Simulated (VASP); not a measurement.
# Ho2O (I4/mcm) in VASP: relaxation of cell and atoms with PBE

Aim: the relaxation of cell and atoms of Ho2O with PBE.

All numbers are computed with VASP 6.6.1; they aren't measurements. Logs are shortened: lines on timing, memory, paths and dates and some standing lists are left out, and cuts for length are marked.

### 1 The cell of the first run

Symmetry: I4/mcm, No. 140, tetragonal system. The conventional cell has a = 6.780 Å, b = 6.780 Å, c = 5.559 Å, α = 90.00°, β = 90.00°, γ = 90.00°. Ho (site symmetry m2m) has 4 O at 2.89 Å and 11 Ho at 3.13 to 3.59 Å within 3.8 Å. Within 3.7 Å of O (site symmetry 422) lie 2 O at 2.78 Å and 8 Ho at 2.89 Å.

The cell was generated, and may not be a known phase.

### 2 Relaxation of cell and atoms, PBE

Contents of INCAR:

```
PREC     = Accurate       # precision mode
ENCUT    = 600            # plane-wave cutoff, eV
EDIFF    = 1E-7           # SCF threshold, eV
ISMEAR   = 0              # smearing method
SIGMA    = 0.2            # smearing width, eV
LREAL    = F              # projectors in reciprocal space
LASPH    = T              # aspherical terms in the spheres
NELM     = 200            # most SCF steps
ALGO     = Normal         # electronic algorithm
ISIF     = 3              # what is computed and relaxed
LWAVE    = F              # write WAVECAR
LCHARG   = F              # write CHGCAR
GGA      = PE             # functional
IBRION   = 2              # ionic algorithm
NSW      = 36             # ionic steps
EDIFFG   = -0.08          # ionic threshold
GGA_COMPAT= F            
NELMIN   = 4            
LMAXMIX  = 6              # l up to which the mixer works
```

Contents of KPOINTS:

```
regular mesh
0
Gamma
  4 4 4
```

Contents of POSCAR:

```
Ho2O
1.0
   -3.3897870200      3.3897870200      2.7795722600
    3.3897870200     -3.3897870200      2.7795722600
    3.3897870200      3.3897870200     -2.7795722600
Ho O
4 2
Direct
    0.6629999900      0.1629999900      0.8259999800
    0.1629999900      0.3370000100      0.5000000000
    0.3370000100      0.8370000100      0.1740000200
    0.8370000100      0.6629999900      0.5000000000
    0.2500000000      0.2500000000      0.0000000000
    0.7500000000      0.7500000000      0.0000000000
```

Potentials or basis: VASP PAW PBE potentials, release 64 (Ho_3, O), 4f in core.

Command:

```
cat potpaw_PBE.64/Ho_3/POTCAR potpaw_PBE.64/O/POTCAR > POTCAR
mpirun -np 1 vasp_std > vasp.out
```

OUTCAR:

```text
PREC = Accurate
   ENCUT = 600
   EDIFF = 1E-7
   ISMEAR = 0
   LREAL = F
   LASPH = T
   NELM = 200
   ISIF = 3
   GGA = PE
   IBRION = 2
   NSW = 36
   EDIFFG = -0.08
   NELMIN = 4

 ion  position               nearest neighbor table
   1  0.663  0.163  0.826-   3 3.13   3 3.24   3 3.24   4 3.55   2 3.55   2 3.55   4 3.55   4 3.59
                             2 3.59   2 3.59   4 3.59
   2  0.163  0.337  0.500-   4 3.13   4 3.24   4 3.24   3 3.55   1 3.55   1 3.55   3 3.55   3 3.59
                             1 3.59   1 3.59   3 3.59
   3  0.337  0.837  0.174-   1 3.13   1 3.24   1 3.24   4 3.55   2 3.55   4 3.55   2 3.55   4 3.59
                             2 3.59   4 3.59   2 3.59
   4  0.837  0.663  0.500-   2 3.13   2 3.24   2 3.24   1 3.55   3 3.55   1 3.55   3 3.55   3 3.59
                             1 3.59   1 3.59   3 3.59
   5  0.250  0.250  0.000-
   6  0.750  0.750  0.000-

  LATTYP: Found a body centered tetragonal cell.
 ALAT       =     6.7795740400
 C/A-ratio  =     0.8199843364

  Lattice vectors:

 A1 = (  -3.3897870200,   3.3897870200,   2.7795722600)
 A2 = (   3.3897870200,  -3.3897870200,   2.7795722600)
 A3 = (   3.3897870200,   3.3897870200,  -2.7795722600)

Analysis of symmetry for initial positions (statically):
=====================================================================
 Subroutine PRICEL returns:
 Original cell was already a primitive cell.

 Routine SETGRP: Setting up the symmetry group for a
 body centered tetragonal supercell.

 Subroutine GETGRP returns: Found 16 space group operations
 (whereof  8 operations were pure point group operations)
 out of a pool of 16 trial point group operations.

The static configuration has the point symmetry C_4h.
 The point group associated with its full space group is D_4h.

Analysis of symmetry for dynamics (positions and initial velocities):
=====================================================================
 Subroutine PRICEL returns:
 Original cell was already a primitive cell.

 Routine SETGRP: Setting up the symmetry group for a
 body centered tetragonal supercell.

 Subroutine GETGRP returns: Found 16 space group operations
 (whereof  8 operations were pure point group operations)
 out of a pool of 16 trial point group operations.

The dynamic configuration has the point symmetry C_4h.
 The point group associated with its full space group is D_4h.

 Subroutine INISYM returns: Found 16 space group operations
 (whereof  8 operations are pure point group operations),
 and found     1 'primitive' translations

----------------------------------------------------------------------------------------

                                     Primitive cell

  volume of cell :     127.7564

  direct lattice vectors                    reciprocal lattice vectors
    -3.389787020  3.389787020  2.779572260     0.000000000  0.147501892  0.179883793
     3.389787020 -3.389787020  2.779572260     0.147501892  0.000000000  0.179883793
     3.389787020  3.389787020 -2.779572260     0.147501892  0.147501892  0.000000000

  length of vectors
     5.541419857  5.541419857  5.541419857     0.232626282  0.232626282  0.208599177

  position of ions in fractional coordinates (direct lattice)
     0.662999990  0.162999990  0.825999980
     0.162999990  0.337000010  0.500000000
     0.337000010  0.837000010  0.174000020
     0.837000010  0.662999990  0.500000000
     0.250000000  0.250000000  0.000000000
     0.750000000  0.750000000  0.000000000

  ion indices of the primitive-cell ions
   primitive index   ion index
                 1           1
                 2           2
                 3           3
                 4           4
                 5           5
                 6           6

----------------------------------------------------------------------------------------

 KPOINTS: regular mesh

Automatic generation of k-mesh.
 Grid dimensions read from file:
 generate k-points for:    4    4    4

 Generating k-lattice:

  Cartesian coordinates                     Fractional coordinates (reciprocal lattice)
     0.000000000  0.036875473  0.044970948     0.250000000 -0.000000000  0.000000000
     0.036875473  0.000000000  0.044970948    -0.000000000  0.250000000  0.000000000
     0.036875473  0.036875473  0.000000000     0.000000000  0.000000000  0.250000000

  Length of vectors
     0.058156571  0.058156571  0.052149794

  Shift w.r.t. Gamma in fractional coordinates (k-lattice)
     0.000000000  0.000000000  0.000000000

 Subroutine IBZKPT returns following result:
 ===========================================

 Found     13 irreducible k-points:

 Following reciprocal coordinates:
            Coordinates               Weight
  0.000000  0.000000  0.000000      1.000000
  0.250000 -0.000000  0.000000      8.000000
  0.500000 -0.000000  0.000000      4.000000
  0.250000  0.250000  0.000000      8.000000
  0.500000  0.250000  0.000000     16.000000
 -0.250000  0.250000  0.000000      4.000000
  0.500000  0.500000  0.000000      2.000000
  0.250000  0.250000  0.250000      2.000000
 -0.250000  0.250000  0.250000      4.000000
  0.500000  0.500000  0.250000      4.000000
 -0.250000  0.500000  0.250000      8.000000
 -0.250000 -0.250000  0.250000      2.000000
  0.500000  0.500000  0.500000      1.000000
   k-points           NKPTS =     13   k-points in BZ     NKDIM =     13   number of bands    NBANDS=     28
   number of dos      NEDOS =    301   number of ions     NIONS =      6
   total plane-waves  NPLWV = 110592
   dimension x,y,z NGX =    48 NGY =   48 NGZ =   48
   dimension x,y,z NGXF=    96 NGYF=   96 NGZF=   96
   ions per type =               4   2
   NGX,Y,Z   is equivalent  to a cutoff of  14.40, 14.40, 14.40 a.u.
   NGXF,Y,Z  is equivalent  to a cutoff of  28.80, 28.80, 28.80 a.u.
 SYSTEM =  unknown system
   PREC   = accura    normal or accurate (medium, high low for compatibility)
   ISTART =      0    job   : 0-new  1-cont  2-samecut
   ICHARG =      2    charge: 1-file 2-atom 10-const
   ISPIN  =      1    spin polarized calculation?
   LNONCOLLINEAR =      F non collinear calculations
   LSORBIT =      F    spin-orbit coupling
   LASPH  =      T    aspherical Exc in radial PAW
   ENCUT  =  600.0 eV  44.10 Ry    6.64 a.u.  11.07 11.07 11.07*2*pi/ulx,y,z
   NELM   =    200;   NELMIN=  4; NELMDL= -5     # of ELM steps
   EDIFF  = 0.1E-06   stopping-criterion for ELM
   LREAL  =      F    real-space projection
   EDIFFG = -.8E-01   stopping-criterion for IOM
   NSW    =     36    number of steps for IOM
   IBRION =      2    ionic relax: 0-MD 1-quasi-New 2-CG
   NFREE  =      1    steps in history (QN), initial steepest desc. (CG)
   ISIF   =      3    stress and relaxation
   ISYM   =      2    0-nonsym 1-usesym 2-fastsym
   POTIM  = 0.5000    time-step for ionic-motion
   TEBEG  =    0.0;   TEEND  =   0.0 temperature during run
   PSTRESS=    0.0 pullay stress
   NELECT =      48.0000    total number of electrons
   NUPDOWN=      -1.0000    fix difference up-down
   EMIN   =  10.00;   EMAX   =-10.00  energy-range for DOS
   EFERMI =   0.00;   METHOD = LEGACY
   ISMEAR =     0;   SIGMA  =   0.20  broadening in eV -4-tet -1-fermi 0-gaus
   EFERMI_NEDOS =   21; number of points for ismear=-14 and -15
   IALGO  =     38    algorithm
   IMIX   =      4    mixing-type and parameters
     AMIX     =   0.40;   BMIX     =  1.00
     AMIX_MAG =   1.60;   BMIX_MAG =  1.00
  volume/ion in A,a.u.               =      21.29       143.69
  Fermi-wavevector in a.u.,A,eV,Ry     =   1.181302  2.232337 18.986586  1.395475
  Thomas-Fermi vector in A             =   2.317578
   LORBIT       =      0    0 simple, 1 ext, 2 COOP (PROOUT), +10 PAW based schemes
   GGA     = PE    functional components
   LHFCALC =     F    Hartree Fock is set to
   AEXX    =    0.0000 exact exchange contribution
   IVDW    =     0    specifies the selected vdW correction
   LEPSILON=     F    determine dielectric tensor
   LRPA    =     F    only Hartree local field effects (RPA)
 conjugate gradient relaxation of ions
 non-spin polarized calculation
 Gauss-broadening in eV      SIGMA  =   0.20
  energy-cutoff  :      600.00
  volume of cell :      127.76
 maximum number of plane-waves:      4286
 NGX is ok and might be reduce to    48
   NGX = 23   NGY = 23   NGZ = 23

--------------------------------------- Ionic step        1  -------------------------------------------

 number of electron      48.0000004 magnetization

 Free energy of the ion-electron system (eV)
  ---------------------------------------------------
  ext. energy  EPLUGINS =         0.00000000
  ---------------------------------------------------
  free energy    TOTEN  =       -34.50198290 eV

  energy without entropy =      -34.38007918  energy(sigma->0) =      -34.44103104

------------------------ aborting loop because EDIFF is reached ----------------------------------------

  FORCE on cell =-STRESS in cart. coord.  units (eV):
  Direction    XX          YY          ZZ          XY          YZ          ZX
  --------------------------------------------------------------------------------------
  -------------------------------------------------------------------------------------
  Total      -10.9555862    -10.9555862      1.6694355      0.0000000      0.0000000     -0.0000000
  in kB     -137.3926234   -137.3926234     20.9361802      0.0000000      0.0000000     -0.0000000
  external PRESSURE =     -84.6163555 kB  Pullay stress =       0.0000000 kB
[... 145 lines left out ...]
  energy  without entropy=      -35.8372791559  energy(sigma->0) =      -35.89395130

--------------------------------------- Ionic step        5  -------------------------------------------

 number of electron      47.9999998 magnetization

 Free energy of the ion-electron system (eV)
  ---------------------------------------------------
  ext. energy  EPLUGINS =         0.00000000
  ---------------------------------------------------
  free energy    TOTEN  =       -35.95597582 eV

  energy without entropy =      -35.84207637  energy(sigma->0) =      -35.89902609

 E-fermi :   4.7508     XC(G=0): -11.1998

 val. band max:        4.7455262686   @ k =   0.5000   0.2500   0.0000
 cond. band min:       4.7587554473   @ k =   0.5000   0.5000   0.2500
 fundamental gap:      0.0132291787
 Fermi energy:         4.7507850259

 k-point     1 :       0.0000    0.0000    0.0000
  band No.  band energies     occupation
      1     -19.5513      2.00000
      2     -19.4994      2.00000
      3     -19.4994      2.00000
      4     -19.3998      2.00000
      5     -19.3998      2.00000
      6     -19.3447      2.00000
[... 425 lines left out ...]
  FREE ENERGIE OF THE ION-ELECTRON SYSTEM (eV)
  ---------------------------------------------------
  free  energy   TOTEN  =       -35.9559758165 eV

  energy  without entropy=      -35.8420763696  energy(sigma->0) =      -35.89902609

 reached required accuracy - stopping structural energy minimisation
```

It took 5.4 min on 1 thread of Intel Xeon Platinum 8259CL at 2.50GHz (Skylake/Cascade Lake), shared host; peak memory 0.37 GiB.

Results:

```yaml
Free_energy: -35.9560 eV
Relaxed_volume: 18.01 Å³/atom
Relaxed_cell: a = 5.203 Å, b = 5.203 Å, c = 5.203 Å, α = 107.52°, β = 107.52°, γ = 113.46°
Space_group_after_relaxing_to_0.1_Å: I4/mcm (No. 140)
Energy_gained_by_relaxing: 242.3 meV/atom
Ionic_steps: 5
Pressure_after_relaxing: 0.0 GPa
Largest_force_after_relaxing: 0.015 eV/Å
Band_gap_on_the_k_mesh: zero (bands 24 and 25 overlap by 0.30 eV)
```

Forces in eV/Å, atoms in the order of the input:
```
Ho   0.011  0.011  0.000
Ho  -0.011  0.011  0.000
Ho  -0.011 -0.011  0.000
Ho   0.011 -0.011  0.000
O    0.000  0.000  0.000
O    0.000  0.000  0.000
```

Stress tensor (GPa, compression positive):
```
 0.39  0.00  0.00
 0.00  0.39  0.00
 0.00  0.00 -0.68
```

The path:
```tsv
step	energy change (eV)	largest force (eV/Å)	pressure (GPa)	volume (Å³)
1	0.0000	1.1376	-8.46	127.76
2	-1.3260	0.9412	0.48	107.67
3	-1.3343	0.9116	1.74	106.15
4	-1.4486	0.1984	0.28	107.61
5	-1.4540	0.0155	0.03	108.03
```

Final structure:
```yaml
crystal:
  lattice:
    - [-3.07599, 3.07599, 2.85442]
    - [3.07599, -3.07599, 2.85442]
    - [3.07599, 3.07599, -2.85442]
  atoms:
    - { symbol: Ho, position: [0.67656, 0.17656, 0.85313] }
    - { symbol: Ho, position: [0.17656, 0.32344, 0.50000] }
    - { symbol: Ho, position: [0.32344, 0.82344, 0.14687] }
    - { symbol: Ho, position: [0.82344, 0.67656, 0.50000] }
    - { symbol: O, position: [0.25000, 0.25000, 0.00000] }
    - { symbol: O, position: [0.75000, 0.75000, 0.00000] }
```

Levels at points of the mesh, in eV from the Fermi level:
| k point | band 22 | band 23 | band 24 | band 25 | band 26 | band 27 |
| --- | --- | --- | --- | --- | --- | --- |
| (0.00, 0.00, 0.00) | -1.61 | -0.41 | -0.41 | 0.78 | 0.79 | 1.19 |
| (0.50, 0.00, 0.00) | -1.52 | -0.55 | -0.55 | 0.67 | 0.67 | 1.35 |
| (0.50, 0.50, 0.00) | -1.36 | -0.48 | -0.43 | -0.26 | 1.70 | 2.03 |
| (0.50, 0.50, 0.50) | -0.06 | -0.04 | -0.04 | 0.86 | 1.25 | 1.81 |

Caveat: the k points lie up to 0.38 Å⁻¹ apart in the final cell; the volume moved by over 15 % at a fixed basis, so the end points are rough; the highest band is partly filled, so the run has too few bands; spin-orbit coupling is left out, which moves the levels of the heavy elements; the 4f electrons are frozen in the core, so they carry no moment and show no levels; the run has no spin polarisation, though such a crystal can be magnetic.
